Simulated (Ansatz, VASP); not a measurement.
**One calculation of BN, two programs**

Contents of INCAR:

```
  PREC = Accurate
  ENCUT = 520
  EDIFF = 1E-6
  ISMEAR = -1
  SIGMA = 0.02
  LREAL = F
  LASPH = T
  NELM = 100
  ALGO = Normal
  ISIF = 2
  LWAVE = F
  LCHARG = F
  GGA = PE
  NBANDS = 11
```

The input KPOINTS:

```
regular mesh
0
Gamma
  12 12 12
```

The input POSCAR:

```
BN
1.0
    0.0000000000      1.8589702290      1.8589702290
    1.8589702290      0.0000000000      1.8589702290
    1.8589702290      1.8589702290      0.0000000000
B N
1 1
Direct
    0.0000000000      0.0000000000      0.0000000000
    0.2500000000      0.2500000000      0.2500000000
```

Input for Ansatz:

```yaml
crystal:
  lattice:
    - [0.0, 1.858970229, 1.858970229]
    - [1.858970229, 0.0, 1.858970229]
    - [1.858970229, 1.858970229, 0.0]
  atoms:
    - { symbol: B, position: [0.0, 0.0, 0.0] }
    - { symbol: "N", position: [0.25, 0.25, 0.25] }
kpoints:
  mp_grid: { grid: [12, 12, 12] }
  band_path:
    path:
      - [0.0, 0.0, 0.0]
      - [-0.5, -0.5, 0.0]
      - [-0.375, -0.375, 0.25]
      - [-0.375, 0.0, 0.375]
      - [0.0, 0.0, 0.5]
      - [-0.5, -0.25, 0.25]
      - [0.0, 0.5, 0.5]
    npoints: 1
hamiltonian:
  xc: pbe
scf:
  occupations: { method: fermi_dirac, width: 0.02 }
  n_extra_bands: 4
output:
  forces: true
  stress: true
  eigenvalues: true
  write_density: true
  write_potential: true
  elf: true
  volumetric_format: npy
```

Change from the starting cell: hydrostatic strain +3.0%.

Alike in both runs: task single point; functional PBE; k mesh 12 × 12 × 12; occupations fermi-dirac, width 0.02 eV; no spin polarisation.

```csv
,VASP,Ansatz
version,VASP 6.6.1,Ansatz 0.2.0
potentials or method,"VASP PAW PBE potentials, release 64 (B, N)","plane waves, PAW"
plane-wave cutoff (eV),520,420
valence electrons in the cell,8,8
```

|  | VASP | Ansatz | Ansatz less VASP |
| --- | --- | --- | --- |
| gap on the k mesh at the Fermi level (eV) | 4.36 | 4.37 | +0.009 |
| pressure (GPa) | -24.5 | -24.6 | -0.01 |

With one functional, cell and mesh, what is left measures potentials, basis and numerics.
